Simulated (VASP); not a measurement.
# SiO2 (Cmcm) in VASP: a series of runs, part 2 of 2

VASP 6.6.1. The steps go on from the part before.

## 3. Single point, PBEsol (strain +0.1500 x Voigt [1, 0, 0, 0, 0, 0])

File INCAR:

```
ALGO     = Normal         # electronic algorithm
EDIFF    = 1E-7           # SCF threshold, eV
ENCUT    = 520            # plane-wave cutoff, eV
GGA      = PS             # functional
ISIF     = 2              # what is computed and relaxed
ISMEAR   = 0              # smearing method
LASPH    = True           # aspherical terms in the spheres
LCHARG   = False          # write CHGCAR
LREAL    = Auto         
LWAVE    = False          # write WAVECAR
NBANDS   = 63             # bands
NELM     = 100            # most SCF steps
PREC     = Accurate       # precision mode
SIGMA    = 0.05           # smearing width, eV
```

File KPOINTS:

```
k-points
0
Gamma
  4 4 4
```

File POSCAR:

```
SiO2
1.0
    4.3302071796     -8.1284566593      0.0000000000
    4.3302071796      8.1284566593      0.0000000000
    0.0000000000      0.0000000000      5.2514179063
Si O
6 12
Direct
    0.0102808395      0.4026121463      0.2500000000
    0.4026121463      0.0102808395      0.7500000000
    0.5973878537      0.9897191605      0.2500000000
    0.9897191605      0.5973878537      0.7500000000
    0.4430221731      0.5569778269      0.2500000000
    0.5569778269      0.4430221731      0.7500000000
    0.0000000000      0.5000000000      0.5000000000
    0.5000000000      0.0000000000      0.5000000000
    0.5000000000      0.0000000000      0.0000000000
    0.0000000000      0.5000000000      0.0000000000
    0.2099831976      0.4362740928      0.2500000000
    0.4362740928      0.2099831976      0.7500000000
    0.5637259072      0.7900168024      0.2500000000
    0.7900168024      0.5637259072      0.7500000000
    0.8307346196      0.1692653804      0.2500000000
    0.1692653804      0.8307346196      0.7500000000
    0.5000000000      0.5000000000      0.0000000000
    0.5000000000      0.5000000000      0.5000000000
```

Potentials or basis: VASP PAW PBE potentials, release 64 (Si, O).

Started as:

```
cat potpaw_PBE.64/Si/POTCAR potpaw_PBE.64/O/POTCAR > POTCAR
mpirun -np 1 vasp_std > vasp.out
```

OUTCAR:

```text
EDIFF = 1E-7
   ENCUT = 520
   GGA = PS
   ISIF = 2
   ISMEAR = 0
   LASPH = True
   LREAL = Auto
   NELM = 100
   PREC = Accurate

 ion  position               nearest neighbor table
   1  0.010  0.403  0.250-   7 1.62  10 1.62  11 1.69  15 1.84
   2  0.403  0.010  0.750-   8 1.62   9 1.62  12 1.69  16 1.84
   3  0.597  0.990  0.250-   8 1.62   9 1.62  13 1.69  15 1.84
   4  0.990  0.597  0.750-   7 1.62  10 1.62  14 1.69  16 1.84
   5  0.443  0.557  0.250-  17 1.61  18 1.61  11 1.78  13 1.78
   6  0.557  0.443  0.750-  17 1.61  18 1.61  12 1.78  14 1.78
   7  0.000  0.500  0.500-   1 1.62   4 1.62
[... 1565 lines left out ...]
  Total      -65.8899943    -18.8627841     -3.6622395      0.0000000      0.0000000      0.0000000
  in kB     -285.5661363    -81.7509918    -15.8720847      0.0000000      0.0000000      0.0000000
  external PRESSURE =    -127.7297376 kB  Pullay stress =       0.0000000 kB

 VOLUME and BASIS-vectors are now :
 -----------------------------------------------------------------------------
  energy-cutoff  :      520.00
  volume of cell :      369.68
      direct lattice vectors                 reciprocal lattice vectors
     4.330207180 -8.128456659  0.000000000     0.115467916 -0.061512292  0.000000000
     4.330207180  8.128456659  0.000000000     0.115467916  0.061512292  0.000000000
     0.000000000  0.000000000  5.251417906     0.000000000  0.000000000  0.190424761

 POSITION                                       TOTAL-FORCE (eV/Angst)
 -----------------------------------------------------------------------------------
      1.78791      3.18905      1.31285        -1.661124     -1.490006      0.000000
      1.78791     -3.18905      3.93856        -1.661124      1.490006     -0.000000
      6.87250      3.18905      1.31285         1.661124     -1.490006      0.000000
      6.87250     -3.18905      3.93856         1.661124      1.490006     -0.000000
      4.33021      0.92628      1.31285         0.000000      3.086519     -0.000000
      4.33021     -0.92628      3.93856         0.000000     -3.086519     -0.000000
[... 10 lines left out ...]
      4.33021      0.00000      0.00000         0.000000      0.000000     -0.000000
      4.33021      0.00000      2.62571         0.000000      0.000000     -0.000000
 -----------------------------------------------------------------------------------
    total drift:                                0.000000     -0.000000      0.000000

  FREE ENERGIE OF THE ION-ELECTRON SYSTEM (eV)
  ---------------------------------------------------
  free  energy   TOTEN  =      -142.9396548783 eV

  energy  without entropy=     -142.9396548783  energy(sigma->0) =     -142.93965488
```

It took 12 min on 1 thread of Intel Xeon Platinum 8488C (Sapphire Rapids), shared host; peak memory 0.6 GiB.

What came out:

```
Free energy            : -142.9397 eV
Pressure               : -12.8 GPa
Largest force          : 3.087 eV/Å
Band gap on the k mesh : 3.63 eV
```

Forces on the atoms (eV/Å):
```
Si  -1.661 -1.490  0.000
Si  -1.661  1.490  0.000
Si   1.661 -1.490  0.000
Si   1.661  1.490  0.000
Si   0.000  3.087  0.000
Si   0.000 -3.087  0.000
O    0.000  0.000  0.000
O    0.000  0.000  0.000
O    0.000  0.000  0.000
O    0.000  0.000  0.000
O    1.598 -0.421  0.000
O    1.598  0.421  0.000
O   -1.598 -0.421  0.000
O   -1.598  0.421  0.000
O    0.000  1.361  0.000
O    0.000 -1.361  0.000
O    0.000  0.000  0.000
O    0.000  0.000  0.000
```

Levels at points of the mesh, in eV from the valence-band top:
| k point | band 44 | band 45 | band 46 | band 47 | band 48 | band 49 | band 50 | band 51 | band 52 | band 53 |
| --- | --- | --- | --- | --- | --- | --- | --- | --- | --- | --- |
| (0.00, 0.00, 0.00) | -0.72 | -0.37 | -0.33 | -0.29 | 0.00 | 3.63 | 5.81 | 6.55 | 6.83 | 6.85 |
| (0.50, 0.00, 0.00) | -0.45 | -0.42 | -0.35 | -0.30 | -0.27 | 4.84 | 5.25 | 5.57 | 6.58 | 7.41 |
| (0.50, 0.50, 0.00) | -0.69 | -0.64 | -0.52 | -0.35 | -0.01 | 4.21 | 4.75 | 7.06 | 7.20 | 7.33 |
| (0.00, 0.00, 0.50) | -0.88 | -0.76 | -0.76 | -0.23 | -0.23 | 4.86 | 4.86 | 7.42 | 7.42 | 7.70 |
| (0.50, 0.00, 0.50) | -0.87 | -0.37 | -0.37 | -0.33 | -0.33 | 5.67 | 5.67 | 5.90 | 5.90 | 7.74 |
| (0.50, 0.50, 0.50) | -0.76 | -0.62 | -0.62 | -0.25 | -0.25 | 4.79 | 4.79 | 7.14 | 7.14 | 7.63 |

Caveat: the cell differs from its parent crystal (strain +0.1500 x Voigt [1, 0, 0, 0, 0, 0]); the cell stands under tension; the PAW data sets were made with another functional, which shifts forces and pressure a little. A k mesh can miss the band edges.

## 4. Single point, PBEsol (strain -0.1500 x Voigt [1, 0, 0, 0, 0, 0])

File INCAR:

```
SYSTEM = SiO2
ALGO = Normal ; EDIFF = 1E-7
ENCUT = 520 ; GGA = PS
ISIF = 2 ; ISMEAR = 0
LASPH = .True. ; LCHARG = .True.
LELF = .True. ; LREAL = Auto
LVHAR = .True. ; LWAVE = .False.
NBANDS = 63 ; NELM = 80
PREC = Accurate ; SIGMA = 0.05
```

File KPOINTS:

```
k-points
0
Gamma
  4 4 4
  0 0 0
```

Edit POSCAR of step 3 so:

```diff
@@ -2,4 +2,4 @@
 1.0
-    4.3302071796     -8.1284566593      0.0000000000
-    4.3302071796      8.1284566593      0.0000000000
+    3.2005879154     -8.1284566593      0.0000000000
+    3.2005879154      8.1284566593      0.0000000000
     0.0000000000      0.0000000000      5.2514179063
```

Started as:

```
cat potpaw_PBE.64/Si/POTCAR potpaw_PBE.64/O/POTCAR > POTCAR
mpirun -np 1 vasp_std > vasp.out
```

Run time: 10 min. Hardware: 1 thread of Intel Xeon 6975P-C (Granite Rapids), shared host; peak memory 0.55 GiB.

Results (log left out):

```
Free energy            : -137.7338 eV
Pressure               : 36.1 GPa
Largest force          : 12.519 eV/Å
Band gap on the k mesh : 5.27 eV
```

Forces in eV/Å, atoms in the order of the input:
```
Si   11.373   5.234   0.000
Si   11.373  -5.234   0.000
Si  -11.373   5.234   0.000
Si  -11.373  -5.234   0.000
Si    0.000  -9.677   0.000
Si    0.000   9.677   0.000
O     0.000   0.000   0.000
O     0.000   0.000   0.000
O     0.000   0.000   0.000
O     0.000   0.000   0.000
O    -5.334   2.661   0.000
O    -5.334  -2.661   0.000
O     5.334   2.661   0.000
O     5.334  -2.661   0.000
O     0.000  -7.071   0.000
O     0.000   7.071   0.000
O     0.000   0.000   0.000
O     0.000   0.000   0.000
```

Stress tensor (GPa, compression positive):
```
78.84  0.00  0.00
 0.00 25.93  0.00
 0.00  0.00  3.56
```

Levels at points of the mesh, in eV from the valence-band top:
| k point | band 44 | band 45 | band 46 | band 47 | band 48 | band 49 | band 50 | band 51 | band 52 | band 53 |
| --- | --- | --- | --- | --- | --- | --- | --- | --- | --- | --- |
| (0.00, 0.00, 0.00) | -1.05 | -0.64 | -0.63 | -0.23 | 0.00 | 5.27 | 7.10 | 7.80 | 8.27 | 8.52 |
| (0.50, 0.00, 0.00) | -0.78 | -0.74 | -0.47 | -0.40 | -0.04 | 6.54 | 6.77 | 7.66 | 8.01 | 8.12 |
| (0.50, 0.50, 0.00) | -0.89 | -0.73 | -0.64 | -0.60 | -0.10 | 5.83 | 6.43 | 7.34 | 8.63 | 8.79 |
| (0.00, 0.00, 0.50) | -1.28 | -1.15 | -1.15 | -0.75 | -0.75 | 7.15 | 7.15 | 8.58 | 8.58 | 8.98 |
| (0.50, 0.00, 0.50) | -1.23 | -1.10 | -1.10 | -0.40 | -0.40 | 7.81 | 7.81 | 8.22 | 8.22 | 8.61 |
| (0.50, 0.50, 0.50) | -1.47 | -1.13 | -1.13 | -0.54 | -0.54 | 7.52 | 7.52 | 7.79 | 7.79 | 8.89 |

Caveat: the cell differs from its parent crystal (strain -0.1500 x Voigt [1, 0, 0, 0, 0, 0]); the cell stands under pressure; the PAW data sets were made with another functional, which shifts forces and pressure a little. A k mesh can miss the band edges.

## 5. Summary

| cell | gap on the mesh (eV) | pressure (GPa) | largest force (eV/Å) |
| --- | --- | --- | --- |
| a = 9.177, b = 9.177, c = 5.251 Å, angles 90.0, 90.0, 124.7°, 18 atoms | 3.97 | -11.8 | 2.90 |
| a = 9.210, b = 9.210, c = 5.251 Å, angles 90.0, 90.0, 123.9°, 18 atoms | 3.63 | -12.8 | 3.09 |
| a = 8.736, b = 8.736, c = 5.251 Å, angles 90.0, 90.0, 137.0°, 18 atoms | 5.27 | 36.1 | 12.52 |

Alike in all rows: task single point; level PBEsol; potentials or basis VASP PAW PBE potentials, release 64 (Si, O); no spin polarisation; k mesh 4 × 4 × 4; cutoff (eV) 520; smearing gaussian 0.05 eV.

Caveats: the PAW data sets were made with another functional, which shifts forces and pressure a little; the cell stands under tension (at least some runs); the cell stands under pressure (at least some runs).

Absolute energies hang on the potentials; compare differences alone.
